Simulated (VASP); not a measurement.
Si: single point with LDA

Si:

```
Si
1.0
     0.00000    2.70083    2.70083
     2.70083    0.00000    2.70083
     2.70083    2.70083    0.00000
Si
2
Direct
  0.50000 0.50000 0.50000
  0.75000 0.75000 0.75000
```

| Quantity | Value |
| --- | --- |
| Program | VASP 6.6.1 |
| Task | single point |
| Functional | LDA |
| Potentials or basis | VASP PAW LDA potentials, release 64 (Si) |
| Cutoff | 520 eV |
| k mesh | 8 × 8 × 8 |
| Occupations | gaussian, width 0.02 eV |
| Spin | no spin polarisation |

```
Pressure               : 0.1 GPa
Band gap on the k mesh : 0.49 eV (least direct gap 2.53 eV)
```

Levels at points of the mesh, in eV from the valence-band top:
| k point | band 1 | band 2 | band 3 | band 4 | band 5 | band 6 | band 7 | band 8 | band 9 |
| --- | --- | --- | --- | --- | --- | --- | --- | --- | --- |
| (0.00, 0.00, 0.00) | -12.07 | 0.00 | 0.00 | 0.00 | 2.53 | 2.53 | 2.53 | 3.39 | 7.74 |
| (0.50, 0.00, 0.00) | -9.69 | -7.07 | -1.21 | -1.21 | 1.49 | 3.28 | 3.28 | 7.54 | 10.56 |
| (0.50, 0.50, 0.00) | -7.87 | -7.87 | -2.90 | -2.90 | 0.57 | 0.57 | 10.12 | 10.12 | 10.97 |

Wall time 10 s on 1 thread of Intel Xeon 8259CL, on a shared host, peak memory 0.13 GiB.

A k mesh can miss the band edges.
